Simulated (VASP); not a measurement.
# Zn (R-3m) in VASP: notebook

Runs on Zn. Level: LDA. Tasks: single point.

All numbers are computed with VASP 6.6.1; they aren't measurements. Logs are shortened: lines on timing, memory, paths and dates and some standing lists are left out, and cuts for length are marked.

## (1) The cell of the first run

Symmetry: R-3m, No. 166, trigonal system. Conventional cell: a = 4.509 Å, b = 4.509 Å, c = 2.264 Å, α = 90.00°, β = 90.00°, γ = 120.00°. Zn (site symmetry -3m) has 8 Zn at 2.26 to 2.71 Å within 3.0 Å.

## (2) Single point, LDA

Contents of INCAR:

```
  PREC = Accurate
  ENCUT = 520
  EDIFF = 1E-6
  ISMEAR = 0
  SIGMA = 0.15
  LREAL = False
  LASPH = True
  NELM = 80
  ALGO = Fast
  ISIF = 2
  LWAVE = False
  LCHARG = True
  GGA = CA
  LELF = True
  LVHAR = True
  NBANDS = 12
```

Contents of KPOINTS:

```
Automatic mesh
0
Gamma
  22 22 22
```

Contents of POSCAR:

```
Zn
1.0
   -1.6897172617      1.4985287744      1.4985287744
    1.4985287744     -1.6897172617      1.4985287744
    1.4985287744      1.4985287744     -1.6897172617
Zn
1
Direct
    0.0000000000      0.0000000000      0.0000000000
```

Potentials or basis: VASP PAW LDA potentials, release 64 (Zn).

Started as:

```bash
$ cat potpaw_LDA.64/Zn/POTCAR > POTCAR
$ mpirun -np 1 vasp_std > vasp.out
```

OUTCAR:

```text
PREC = Accurate
   ENCUT = 520
   EDIFF = 1E-6
   ISMEAR = 0
   LREAL = False
   LASPH = True
   NELM = 80
   ISIF = 2
   GGA = CA

 ion  position               nearest neighbor table
   1  0.000  0.000  0.000-

  LATTYP: Found a trigonal (rhomboedric) cell.
 ALAT       =     2.7104098214
 COS(alpha) =    -0.3836738462

  Lattice vectors:

 A1 = (  -1.6897172617,   1.4985287744,   1.4985287744)
 A2 = (   1.4985287744,  -1.6897172617,   1.4985287744)
 A3 = (   1.4985287744,   1.4985287744,  -1.6897172617)

Analysis of symmetry for initial positions (statically):
=====================================================================
 Subroutine PRICEL returns:
 Original cell was already a primitive cell.

 Routine SETGRP: Setting up the symmetry group for a
 trigonal (rhombohedral) supercell.

 Subroutine GETGRP returns: Found 12 space group operations
 (whereof 12 operations were pure point group operations)
 out of a pool of 12 trial point group operations.

The static configuration has the point symmetry D_3d.

Analysis of symmetry for dynamics (positions and initial velocities):
=====================================================================
 Subroutine PRICEL returns:
 Original cell was already a primitive cell.

 Routine SETGRP: Setting up the symmetry group for a
 trigonal (rhombohedral) supercell.

 Subroutine GETGRP returns: Found 12 space group operations
 (whereof 12 operations were pure point group operations)
 out of a pool of 12 trial point group operations.

The dynamic configuration has the point symmetry D_3d.

 Subroutine INISYM returns: Found 12 space group operations
 (whereof 12 operations are pure point group operations),
 and found     1 'primitive' translations

----------------------------------------------------------------------------------------

                                     Primitive cell

  volume of cell :      13.2890

  direct lattice vectors                    reciprocal lattice vectors
    -1.689717262  1.498528774  1.498528774     0.045869210  0.359521290  0.359521290
     1.498528774 -1.689717262  1.498528774     0.359521290  0.045869210  0.359521290
     1.498528774  1.498528774 -1.689717262     0.359521290  0.359521290  0.045869210

  length of vectors
     2.710409821  2.710409821  2.710409821     0.510504751  0.510504751  0.510504751

  position of ions in fractional coordinates (direct lattice)
     0.000000000  0.000000000  0.000000000

  ion indices of the primitive-cell ions
   primitive index   ion index
                 1           1

----------------------------------------------------------------------------------------

 KPOINTS: Automatic mesh

Automatic generation of k-mesh.
 Grid dimensions read from file:
 generate k-points for:   22   22   22

 Generating k-lattice:

  Cartesian coordinates                     Fractional coordinates (reciprocal lattice)
     0.002084964  0.016341877  0.016341877     0.045454545  0.000000000  0.000000000
     0.016341877  0.002084964  0.016341877     0.000000000  0.045454545  0.000000000
     0.016341877  0.016341877  0.002084964     0.000000000  0.000000000  0.045454545

  Length of vectors
     0.023204761  0.023204761  0.023204761

  Shift w.r.t. Gamma in fractional coordinates (k-lattice)
     0.000000000  0.000000000  0.000000000

 Subroutine IBZKPT returns following result:
 ===========================================

 Found   1024 irreducible k-points:

 Following reciprocal coordinates:
            Coordinates               Weight
  0.000000  0.000000  0.000000      1.000000
  0.045455  0.000000  0.000000      6.000000
  0.090909  0.000000  0.000000      6.000000
  0.136364  0.000000  0.000000      6.000000
  0.181818 -0.000000 -0.000000      6.000000
  0.227273 -0.000000 -0.000000      6.000000
[... 16 lines left out ...]
  0.500000  0.045455 -0.000000     12.000000
 -0.454545  0.045455  0.000000     12.000000
 [... further k-points ...]
   k-points           NKPTS =   1024   k-points in BZ     NKDIM =   1024   number of bands    NBANDS=     12
   number of dos      NEDOS =    301   number of ions     NIONS =      1
   total plane-waves  NPLWV =   8000
   dimension x,y,z NGX =    20 NGY =   20 NGZ =   20
   dimension x,y,z NGXF=    40 NGYF=   40 NGZF=   40
   ions per type =               1
   NGX,Y,Z   is equivalent  to a cutoff of  12.27, 12.27, 12.27 a.u.
   NGXF,Y,Z  is equivalent  to a cutoff of  24.53, 24.53, 24.53 a.u.
 SYSTEM =  unknown system
   PREC   = accura    normal or accurate (medium, high low for compatibility)
   ISTART =      0    job   : 0-new  1-cont  2-samecut
   ICHARG =      2    charge: 1-file 2-atom 10-const
   ISPIN  =      1    spin polarized calculation?
   LNONCOLLINEAR =      F non collinear calculations
   LSORBIT =      F    spin-orbit coupling
   LASPH  =      T    aspherical Exc in radial PAW
   ENCUT  =  520.0 eV  38.22 Ry    6.18 a.u.   5.04  5.04  5.04*2*pi/ulx,y,z
   NELM   =     80;   NELMIN=  2; NELMDL= -5     # of ELM steps
   EDIFF  = 0.1E-05   stopping-criterion for ELM
   LREAL  =      F    real-space projection
   EDIFFG = 0.1E-04   stopping-criterion for IOM
   NSW    =      0    number of steps for IOM
   IBRION =     -1    ionic relax: 0-MD 1-quasi-New 2-CG
   NFREE  =      0    steps in history (QN), initial steepest desc. (CG)
   ISIF   =      2    stress and relaxation
   ISYM   =      2    0-nonsym 1-usesym 2-fastsym
   POTIM  = 0.5000    time-step for ionic-motion
   TEBEG  =    0.0;   TEEND  =   0.0 temperature during run
   PSTRESS=    0.0 pullay stress
   NELECT =      12.0000    total number of electrons
   NUPDOWN=      -1.0000    fix difference up-down
   EMIN   =  10.00;   EMAX   =-10.00  energy-range for DOS
   EFERMI =   0.00;   METHOD = LEGACY
   ISMEAR =     0;   SIGMA  =   0.15  broadening in eV -4-tet -1-fermi 0-gaus
   EFERMI_NEDOS =   21; number of points for ismear=-14 and -15
   IALGO  =     68    algorithm
   IMIX   =      4    mixing-type and parameters
     AMIX     =   0.40;   BMIX     =  1.00
     AMIX_MAG =   1.60;   BMIX_MAG =  1.00
  volume/ion in A,a.u.               =      13.29        89.68
  Fermi-wavevector in a.u.,A,eV,Ry     =   1.582357  2.990221 34.066998  2.503854
  Thomas-Fermi vector in A             =   2.682292
   LORBIT       =      0    0 simple, 1 ext, 2 COOP (PROOUT), +10 PAW based schemes
   GGA     = CA    functional components
   LHFCALC =     F    Hartree Fock is set to
   AEXX    =    0.0000 exact exchange contribution
   IVDW    =     0    specifies the selected vdW correction
   LEPSILON=     F    determine dielectric tensor
   LRPA    =     F    only Hartree local field effects (RPA)
 non-spin polarized calculation
 RMM-DIIS sequential band-by-band and
 Gauss-broadening in eV      SIGMA  =   0.15
  energy-cutoff  :      520.00
  volume of cell :       13.29
 maximum number of plane-waves:       372
   NGX = 11   NGY = 11   NGZ = 11

 number of electron      11.9999991 magnetization

 Free energy of the ion-electron system (eV)
  ---------------------------------------------------
  ext. energy  EPLUGINS =         0.00000000
  ---------------------------------------------------
  free energy    TOTEN  =        -1.64983531 eV

  energy without entropy =       -1.64672840  energy(sigma->0) =       -1.64828186

 E-fermi :   3.8072     XC(G=0): -12.6043

 val. band max:        3.8069718203   @ k =  -0.4545   0.4545   0.1818
 cond. band min:       3.8193366255   @ k =  -0.4545   0.4091   0.1364
 fundamental gap:      0.0123648052
 Fermi energy:         3.8072481775

 k-point     1 :       0.0000    0.0000    0.0000
  band No.  band energies     occupation
      1      -7.6221      2.00000
      2      -5.0232      2.00000
      3      -4.2066      2.00000
      4      -4.2066      2.00000
      5      -3.4986      2.00000
      6      -3.4986      2.00000
      7      20.7904      0.00000
      8      20.7904      0.00000
      9      22.9763      0.00000
     10      24.7190      0.00000
     11      24.7190      0.00000
     12      27.1112      0.00000

 k-point     2 :       0.0455    0.0000    0.0000
  band No.  band energies     occupation
      1      -7.5346      2.00000
      2      -4.9947      2.00000
      3      -4.2096      2.00000
      4      -4.1955      2.00000
      5      -3.5218      2.00000
      6      -3.5133      2.00000
      7      20.5661      0.00000
      8      20.7021      0.00000
      9      22.6878      0.00000
     10      24.9336      0.00000
     11      25.3481      0.00000
     12      26.8811      0.00000

 k-point     3 :       0.0909    0.0000    0.0000
  band No.  band energies     occupation
      1      -7.2740      2.00000
      2      -4.9116      2.00000
      3      -4.2196      2.00000
      4      -4.1626      2.00000
      5      -3.5871      2.00000
      6      -3.5548      2.00000
      7      20.0266      0.00000
      8      20.3517      0.00000
      9      22.5203      0.00000
     10      25.1975      0.00000
     11      25.7755      0.00000
     12      26.6174      0.00000
[... 286 lines left out ...]
 k-point    23 :       0.5000    0.0455   -0.0000
  band No.  band energies     occupation
      1      -5.1790      2.00000
      2      -4.6561      2.00000
      3      -3.8412      2.00000
      4      -3.7538      2.00000
      5      -3.1605      2.00000
      6       1.4960      2.00000
      7       5.5751      0.00000
      8      14.9016      0.00000
      9      16.6461      0.00000
     10      20.9327      0.00000
     11      22.5395      0.00000
     12      30.3814      0.00000

 k-point    24 :      -0.4545    0.0455    0.0000
  band No.  band energies     occupation
      1      -5.1435      2.00000
      2      -4.6207      2.00000
      3      -3.8436      2.00000
      4      -3.7708      2.00000
      5      -3.2448      2.00000
      6       0.2356      2.00000
      7       7.1858      0.00000
      8      14.8703      0.00000
      9      16.5456      0.00000
     10      21.3644      0.00000
     11      22.8772      0.00000
     12      29.1735      0.00000

 [... further k-points ...]
[... 5 lines left out ...]
  --------------------------------------------------------------------------------------
  -------------------------------------------------------------------------------------
  Total        0.9580194      0.9580194      0.9580194      0.9820963      0.9820963      0.9820963
  in kB      115.5028146    115.5028146    115.5028146    118.4056266    118.4056266    118.4056266
  external PRESSURE =     115.5028146 kB  Pullay stress =       0.0000000 kB

 VOLUME and BASIS-vectors are now :
 -----------------------------------------------------------------------------
  energy-cutoff  :      520.00
  volume of cell :       13.29
      direct lattice vectors                 reciprocal lattice vectors
    -1.689717262  1.498528774  1.498528774     0.045869210  0.359521290  0.359521290
     1.498528774 -1.689717262  1.498528774     0.359521290  0.045869210  0.359521290
     1.498528774  1.498528774 -1.689717262     0.359521290  0.359521290  0.045869210

 POSITION                                       TOTAL-FORCE (eV/Angst)
 -----------------------------------------------------------------------------------
      0.00000      0.00000      0.00000        -0.000000     -0.000000     -0.000000
 -----------------------------------------------------------------------------------
    total drift:                                0.000000     -0.000000      0.000000

  FREE ENERGIE OF THE ION-ELECTRON SYSTEM (eV)
  ---------------------------------------------------
  free  energy   TOTEN  =        -1.6498353127 eV

  energy  without entropy=       -1.6467284029  energy(sigma->0) =       -1.64828186
```

It took 96 s on 1 thread of Intel Xeon Platinum 8488C (Sapphire Rapids), shared host; peak memory 0.25 GiB.

What came out:

* Free energy: -1.6498 eV
* Pressure: 11.6 GPa
* Band gap on the k mesh: zero (band 6 reaches 7.59 eV, above the bottom of band 7 at 1.85 eV)

[end of part 1 of 3]
